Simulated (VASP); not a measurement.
Here is a VASP 6.6.1 calculation.

File POSCAR:

```
CaSe
1.0
    3.4534091514      0.0000000000      0.0000000000
    0.0000000000      3.6347849189      0.0000000000
    0.0000000000      0.0000000000      3.6347849189
Ca Se
1 1
Direct
    0.0000000000      0.0000000000      0.0000000000
    0.5000000000      0.5000000000      0.5000000000
```

INCAR.step1

```
ALGO = Normal
EDIFF = 1E-4
ENCUT = 520
GGA = PE
ISMEAR = 0
LASPH = T
LCHARG = F
LREAL = F
LWAVE = T
NBANDS = 15
NELM = 100
PREC = Accurate
SIGMA = 0.01
```

Contents of INCAR.step2:

```
ALGO = Normal
EDIFF = 1E-7
ENCUT = 520
ISIF = 2
ISMEAR = 0
ISTART = 1
LASPH = T
LCHARG = F
LMIXTAU = T
LREAL = F
LWAVE = F
METAGGA = R2SCAN
NBANDS = 15
NELM = 100
PREC = Accurate
SIGMA = 0.01
```

The input KPOINTS:

```
k-points
0
Gamma
  8 8 8
```

Potentials or basis: VASP PAW PBE potentials, release 64 (Ca_sv, Se).

Launch:

```sh
$ cat potpaw_PBE.64/Ca_sv/POTCAR potpaw_PBE.64/Se/POTCAR > POTCAR
$ cp INCAR.step1 INCAR
$ mpirun -np 1 vasp_std > vasp.out
$ cp INCAR.step2 INCAR
$ mpirun -np 1 vasp_std > vasp.out
```

Task: Predict the band gap on the k mesh.

Result: 0.60 eV.

Task: What does it give for the pressure?

Result: 3.4 GPa.

Stress tensor (GPa, compression positive):
```
9.72 0.00 0.00
0.00 0.25 0.00
0.00 0.00 0.25
```

Caveat: the cell differs from its parent crystal (uniaxial x strain -5.0%); the stress differs along the axes, from 0 to 10 GPa; the structure was generated, so it needn't be the stable form of CaSe; semilocal functionals underestimate gaps, and a narrow one can read as zero; the PAW data sets were made with another functional, which shifts forces and pressure a little. A k mesh can miss the band edges.
